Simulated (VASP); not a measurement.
Wanted: the native input for a VASP 6.6.1 run.

```yaml
Task: single point
Functional: LDA
Potentials_or_basis: VASP PAW LDA potentials, release 64 (Ti_sv, B)
Cutoff: 520 eV
k_mesh: 12 × 12 × 10
Occupations: fermi-dirac, width 0.05 eV
Spin: no spin polarisation
Dipole_correction: no
Further_INCAR_settings: ALGO = Normal; EDIFF = 1e-06; NBANDS = 16
```

The structure of TiB2 lies in POSCAR:

```
TiB2
1.0
    2.9939070175      0.0000000000      0.0000000000
   -1.4969535087      2.5927995337      0.0000000000
    0.0000000000      0.0000000000      3.1596349927
Ti B
1 2
Direct
    0.0000000000      0.0000000000      0.0000000000
    0.3333333333      0.6666666667      0.5000000000
    0.6666666667      0.3333333333      0.5000000000
```

The input as run:

INCAR

```
SYSTEM = TiB2
ALGO     = Normal         ! electronic algorithm
EDIFF    = 1E-6           ! SCF threshold, eV
ENCUT    = 520            ! plane-wave cutoff, eV
ISIF     = 2              ! what is computed and relaxed
ISMEAR   = -1             ! smearing method
LASPH    = .TRUE.         ! aspherical terms in the spheres
LCHARG   = .FALSE.        ! write CHGCAR
LREAL    = .FALSE.        ! projectors in reciprocal space
LWAVE    = .FALSE.        ! write WAVECAR
NBANDS   = 16             ! bands
NELM     = 60             ! most SCF steps
PREC     = Accurate       ! precision mode
SIGMA    = 0.05           ! smearing width, eV
```

KPOINTS

```
k-points
0
G
  12 12 10
  0 0 0
```

Potentials or basis: VASP PAW LDA potentials, release 64 (Ti_sv, B).

Run with:

```bash
$ cat potpaw_LDA.64/Ti_sv/POTCAR potpaw_LDA.64/B/POTCAR > POTCAR
$ mpirun -np 1 vasp_std > vasp.out
```

Results of the run:

```json
{
  "Pressure": "0.7 GPa",
  "Band gap on the k mesh": "zero (bands 9 and 10 overlap by 0.56 eV)"
}
```

Wall time 22 s on 1 thread of Intel Xeon 8259CL (shared host), peak memory 0.16 GiB.
